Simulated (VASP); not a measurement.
# Y (Fm-3m) in VASP: a series of runs, part 2 of 2

VASP 6.6.1. Earlier steps stand in the parts before.

## 5. Single point, LDA (volume scaled by 0.5)

INCAR

```
SYSTEM = Y
PREC = Accurate ; ENCUT = 520
EDIFF = 1E-6 ; ISMEAR = -1
SIGMA = 0.08 ; LREAL = .FALSE.
LASPH = .TRUE. ; NELM = 60
ALGO = Normal ; ISIF = 2
LWAVE = .FALSE. ; LCHARG = .FALSE.
NBANDS = 12
```

KPOINTS

```
Automatic mesh
0
G
  13 13 13
  0 0 0
```

POSCAR

```
Y
1.0
    0.0000000000      1.9464446944      1.9464446944
    1.9464446944      0.0000000000      1.9464446944
    1.9464446944      1.9464446944      0.0000000000
Y
1
Direct
    0.0000000000      0.0000000000      0.0000000000
```

Potentials or basis: VASP PAW LDA potentials, release 64 (Y_sv).

Launch:

```
$ cat potpaw_LDA.64/Y_sv/POTCAR > POTCAR
$ mpirun -np 1 vasp_std > vasp.out
```

OUTCAR:

```text
SYSTEM = Y
   PREC = Accurate
   ENCUT = 520
   EDIFF = 1E-6
   ISMEAR = -1
   LREAL = .FALSE.
   LASPH = .TRUE.
   NELM = 60
   ISIF = 2

 ion  position               nearest neighbor table
   1  0.000  0.000  0.000-

  LATTYP: Found a face centered cubic cell.
 ALAT       =     3.8928893888

  Lattice vectors:

 A1 = (   0.0000000000,   1.9464446944,   1.9464446944)
 A2 = (   1.9464446944,   0.0000000000,   1.9464446944)
 A3 = (   1.9464446944,   1.9464446944,   0.0000000000)

Analysis of symmetry for initial positions (statically):
=====================================================================
 Subroutine PRICEL returns:
 Original cell was already a primitive cell.

 Routine SETGRP: Setting up the symmetry group for a
 face centered cubic supercell.

 Subroutine GETGRP returns: Found 48 space group operations
 (whereof 48 operations were pure point group operations)
 out of a pool of 48 trial point group operations.

The static configuration has the point symmetry O_h .

Analysis of symmetry for dynamics (positions and initial velocities):
=====================================================================
 Subroutine PRICEL returns:
 Original cell was already a primitive cell.

 Routine SETGRP: Setting up the symmetry group for a
 face centered cubic supercell.

 Subroutine GETGRP returns: Found 48 space group operations
 (whereof 48 operations were pure point group operations)
 out of a pool of 48 trial point group operations.

The dynamic configuration has the point symmetry O_h .

 Subroutine INISYM returns: Found 48 space group operations
 (whereof 48 operations are pure point group operations),
 and found     1 'primitive' translations

----------------------------------------------------------------------------------------

                                     Primitive cell

  volume of cell :      14.7488

  direct lattice vectors                    reciprocal lattice vectors
[... 105 lines left out ...]
     AMIX_MAG =   1.60;   BMIX_MAG =  1.00
  volume/ion in A,a.u.               =      14.75        99.53
  Fermi-wavevector in a.u.,A,eV,Ry     =   1.484637  2.805557 29.989247  2.204147
  Thomas-Fermi vector in A             =   2.598149
   LORBIT       =      0    0 simple, 1 ext, 2 COOP (PROOUT), +10 PAW based schemes
   GGA     = CA    functional components
   LHFCALC =     F    Hartree Fock is set to
   AEXX    =    0.0000 exact exchange contribution
   IVDW    =     0    specifies the selected vdW correction
   LEPSILON=     F    determine dielectric tensor
   LRPA    =     F    only Hartree local field effects (RPA)
 non-spin polarized calculation
  energy-cutoff  :      520.00
  volume of cell :       14.75
 maximum number of plane-waves:       411
   NGX = 11   NGY = 11   NGZ = 11

 number of electron      11.0000000 magnetization

 Free energy of the ion-electron system (eV)
  ---------------------------------------------------
  ext. energy  EPLUGINS =         0.00000000
  ---------------------------------------------------
  free energy    TOTEN  =        -4.45860398 eV

  energy without entropy =       -4.44504944  energy(sigma->0) =       -4.45182671

 E-fermi :   8.0912     XC(G=0): -13.2954

 val. band max:        7.9795033914   @ k =   0.4615   0.2308   0.0769
 cond. band min:       8.1444562670   @ k =  -0.4615   0.2308   0.0000
 fundamental gap:      0.1649528757
 Fermi energy:         8.0911836064

 k-point     1 :       0.0000    0.0000    0.0000
  band No.  band energies     occupation
      1     -34.4383      2.00000
      2     -11.5224      2.00000
      3     -11.5224      2.00000
      4     -11.5224      2.00000
      5       4.1596      2.00000
      6      10.2046      0.00000
      7      10.2046      0.00000
      8      10.2046      0.00000
      9      15.0951      0.00000
     10      15.0951      0.00000
     11      18.9865      0.00000
     12      25.2924      0.00000
[... 331 lines left out ...]
 k-point    24 :       0.4615    0.1538    0.0000
  band No.  band energies     occupation
      1     -33.1412      2.00000
      2     -16.0210      2.00000
      3     -12.8225      2.00000
      4     -12.4308      2.00000
      5       5.9520      2.00000
      6       8.3276      0.09894
      7      11.1952      0.00000
      8      11.6385      0.00000
      9      18.8284      0.00000
     10      19.1525      0.00000
     11      22.2972      0.00000
     12      26.5470      0.00000

 [... further k-points ...]
[... 5 lines left out ...]
  --------------------------------------------------------------------------------------
  -------------------------------------------------------------------------------------
  Total        8.2198554      8.2198554      8.2198554      0.0000000     -0.0000000     -0.0000000
  in kB      892.9323581    892.9323581    892.9323581      0.0000000     -0.0000000     -0.0000000
  external PRESSURE =     892.9323581 kB  Pullay stress =       0.0000000 kB

 VOLUME and BASIS-vectors are now :
 -----------------------------------------------------------------------------
  energy-cutoff  :      520.00
  volume of cell :       14.75
      direct lattice vectors                 reciprocal lattice vectors
     0.000000000  1.946444694  1.946444694    -0.256878606  0.256878606  0.256878606
     1.946444694  0.000000000  1.946444694     0.256878606 -0.256878606  0.256878606
     1.946444694  1.946444694  0.000000000     0.256878606  0.256878606 -0.256878606

 POSITION                                       TOTAL-FORCE (eV/Angst)
 -----------------------------------------------------------------------------------
      0.00000      0.00000      0.00000         0.000000     -0.000000      0.000000
 -----------------------------------------------------------------------------------
    total drift:                                0.000000      0.000000      0.000000

  FREE ENERGIE OF THE ION-ELECTRON SYSTEM (eV)
  ---------------------------------------------------
  free  energy   TOTEN  =        -4.4586039752 eV

  energy  without entropy=       -4.4450494387  energy(sigma->0) =       -4.45182671
```

Wall time 10 s (1 thread of Intel Xeon 6975P-C, shared host); peak memory 0.14 GiB.

Results:

* Free energy: -4.4586 eV
* Pressure: 89.3 GPa

## 6. Single point, LDA (volume scaled by 0.5)

INCAR

```
SYSTEM = Y
PREC     = Accurate       ! precision mode
ENCUT    = 520            ! plane-wave cutoff, eV
EDIFF    = 1E-7           ! SCF threshold, eV
ISMEAR   = -1             ! smearing method
SIGMA    = 0.08           ! smearing width, eV
LREAL    = .FALSE.        ! projectors in reciprocal space
LASPH    = .TRUE.         ! aspherical terms in the spheres
NELM     = 80             ! most SCF steps
ALGO     = Normal         ! electronic algorithm
ISIF     = 2              ! what is computed and relaxed
LWAVE    = .FALSE.        ! write WAVECAR
LCHARG   = .FALSE.        ! write CHGCAR
GGA      = CA             ! functional
NBANDS   = 12             ! bands
```

KPOINTS

```
regular mesh
0
G
  13 13 13
  0 0 0
```

POSCAR is that of step 5.

Potentials or basis: VASP PAW LDA potentials, release 64 (Y_sv).

Launch:

```
$ cat potpaw_LDA.64/Y_sv/POTCAR > POTCAR
$ mpirun -np 1 vasp_std > vasp.out
```

It took 11 s on 1 thread of Intel Xeon 6975P-C, shared host; peak memory 0.14 GiB.

It converged, with:

```
Free energy : -4.4586 eV
Pressure    : 89.4 GPa
```

Levels at points of the mesh, in eV from the Fermi level:
```csv
k point,band 2,band 3,band 4,band 5,band 6,band 7,band 8,band 9
"(0.00, 0.00, 0.00)",-19.61,-19.61,-19.61,-3.93,2.11,2.11,2.11,7.00
```
